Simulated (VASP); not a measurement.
Wanted: the native input for a VASP 6.6.1 run.

```yaml
Task: relaxation of cell and atoms
Functional: PBE
Potentials_or_basis: VASP PAW PBE potentials, release 64 (Pt)
Cutoff: 600 eV
k_mesh: 19 × 19 × 19
Occupations: fermi-dirac, width 0.08 eV
Spin: no spin polarisation
Target_pressure: 420 GPa
Dipole_correction: no
Further_INCAR_settings: ALGO = Normal; EDIFF = 1e-06; IBRION = 2; EDIFFG = -0.005; NSW = 60; ISIF = 3
```

The structure of Pt lies in POSCAR:

```
Pt
1.0
    0.0000000000      1.6894509587      1.6894509587
    1.6894509587      0.0000000000      1.6894509587
    1.6894509587      1.6894509587      0.0000000000
Pt
1
Direct
    0.0000000000      0.0000000000      0.0000000000
```

One way to write it, as run:

INCAR

```
SYSTEM = Pt
ALGO = Normal
EDIFF = 1E-6
EDIFFG = -0.005
ENCUT = 600
GGA = PE
IBRION = 2
ISIF = 3
ISMEAR = -1
LASPH = .TRUE.
LCHARG = .FALSE.
LREAL = .FALSE.
LWAVE = .FALSE.
NELM = 80
NSW = 60
PREC = Accurate
PSTRESS = 4200.0
SIGMA = 0.08
```

KPOINTS

```
k-points
0
G
  19 19 19
  0 0 0
```

Potentials or basis: VASP PAW PBE potentials, release 64 (Pt).

Launch:

```console
$ cat potpaw_PBE.64/Pt/POTCAR > POTCAR
$ mpirun -np 1 vasp_std > vasp.out
```

Results of the run:

The relaxed volume is 9.68 Å³/atom, the relaxed cell is a = 2.392 Å, b = 2.392 Å, c = 2.392 Å, α = 60.00°, β = 60.00°, γ = 60.00° and the space group after relaxing (to 0.1 Å) is Fm-3m (No. 225). The energy change on relaxing (the run minimises the enthalpy) is -90.8 meV/atom and the ionic steps are 4. The pressure after relaxing is 419.9 GPa and the band gap on the k mesh is zero (bands 5 and 6 overlap by 4.78 eV).

Caveat: the cell is relaxed towards a set pressure, so the run minimises the enthalpy, not the energy; spin-orbit coupling is left out, which moves the levels of the heavy elements.

Wall time 88 s on 1 thread of Intel Xeon 8259CL (shared host), peak memory 0.15 GiB.
